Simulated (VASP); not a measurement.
A run of VASP 6.6.1 is set up as follows.

The input POSCAR:

```
Sn3Se
1.0
    4.8042793006      0.0000000000      0.0000000000
    0.0000000000      4.8042793006      0.0000000000
    0.0000000000      0.0000000000      4.8042793006
Sn Se
3 1
Direct
    0.5000000000      0.5000000000      0.0000000000
    0.5000000000      0.0000000000      0.5000000000
    0.0000000000      0.5000000000      0.5000000000
    0.0000000000      0.0000000000      0.0000000000
```

INCAR.step1

```
SYSTEM = Sn3Se
  PREC = Accurate
  ENCUT = 520
  ISMEAR = -1
  SIGMA = 0.05
  LREAL = .False.
  LASPH = .True.
  NELM = 100
  NBANDS = 32
  GGA = PE
  ALGO = Normal
  EDIFF = 1E-4
  LWAVE = .True.
  LCHARG = .False.
```

INCAR.step2

```
SYSTEM = Sn3Se
  PREC = Accurate
  ENCUT = 520
  EDIFF = 1E-6
  ISMEAR = -1
  SIGMA = 0.05
  LREAL = .False.
  LASPH = .True.
  NELM = 100
  ALGO = Normal
  ISIF = 2
  LWAVE = .False.
  LCHARG = .True.
  METAGGA = R2SCAN
  LMIXTAU = .True.
  LELF = .True.
  LVHAR = .True.
  NBANDS = 32
  ISTART = 1
```

The input KPOINTS:

```
regular mesh
0
Gamma
  6 6 6
  0 0 0
```

Potentials or basis: VASP PAW PBE potentials, release 64 (Sn_d, Se).

Command:

```bash
$ cat potpaw_PBE.64/Sn_d/POTCAR potpaw_PBE.64/Se/POTCAR > POTCAR
$ cp INCAR.step1 INCAR
$ mpirun -np 1 vasp_std > vasp.out
$ cp INCAR.step2 INCAR
$ mpirun -np 1 vasp_std > vasp.out
```

Problem. Predict the band gap on the k mesh.

Solution. Zero (band 24 reaches 8.64 eV, above the bottom of band 25 at 6.34 eV).

Problem. What does it give for the pressure?

Solution. -2.3 GPa.

Caveat: the PAW data sets were made with another functional, which shifts forces and pressure a little; spin-orbit coupling is left out, which moves the levels of the heavy elements.
